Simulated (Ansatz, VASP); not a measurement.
# One calculation of InO, two programs

```
CELL_PARAMETERS angstrom
3.42978 0.00000 0.00000
-1.71489 2.97028 0.00000
0.00000 0.00000 15.85202
ATOMIC_POSITIONS crystal
In 0.66667 0.33333 0.58953
In 0.66667 0.33333 0.41047
O 0.00000 0.00000 0.63988
O 0.00000 0.00000 0.36012
```

Alike in both runs: functional PBE; dispersion D3(BJ); k mesh 12 × 12 × 4; occupations gaussian, width 0.02 eV; no spin polarisation.

Ansatz relaxed the structure, and its values are those at the end. VASP's run is a single point on that final structure, the one shown.

|  | VASP | Ansatz |
| --- | --- | --- |
| version | VASP 6.6.1 | Ansatz 0.2.0 |
| potentials or method | VASP PAW PBE potentials, release 64 (In_d, O), cutoff 520 eV | scalar-relativistic, plane waves, PAW |
| valence electrons in the cell | 38 | 38 |

|  | VASP | Ansatz | Ansatz less VASP |
| --- | --- | --- | --- |
| gap on the k mesh at the Fermi level (eV) | 0.43 | 0.44 | +0.011 |
| least direct gap on the mesh (eV) | 1.16 | 1.17 | +0.011 |
| rms of the force components (eV/Å) | 0.019 | 0.001 | -0.0183 |

Ansatz's warnings: xc potential rough in thin density.
